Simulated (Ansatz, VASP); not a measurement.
# Two plane-wave programs on TaN

```xyz
2
Lattice="0.8636 2.7142 2.7142 2.7142 0.8636 2.7142 2.7142 2.7142 0.8636" Properties=species:S:1:pos:R:3 pbc="T T T"
Ta    3.1460    3.1460    3.1460
N     0.0000    0.0000    0.0000
```

Alike in both runs: task single point; functional PBE; k mesh 26 × 26 × 26; occupations gaussian, width 0.15 eV; no spin polarisation.

```csv
,VASP,Ansatz
version,VASP 6.6.1,Ansatz 0.2.0
potentials or method,"VASP PAW PBE potentials, release 64 (Ta_pv, N), cutoff 520 eV","scalar-relativistic, plane waves, PAW"
valence electrons in the cell,16,18
```

|  | VASP | Ansatz | Ansatz less VASP |
| --- | --- | --- | --- |
| gap on the k mesh at the Fermi level (eV) | none | none | - |
| pressure (GPa) | 18.0 | 17.1 | -0.89 |
| traceless stress, the component that is largest in VASP (GPa) | -57.94 | -58.04 | -0.096 |

A gap of «none» marks a metal or a gap that the smearing closes. VASP's potentials hold 16 valence electrons a cell and Ansatz's 18, so a difference there can come from the potentials and not from the codes.

Spin-orbit coupling is off throughout.
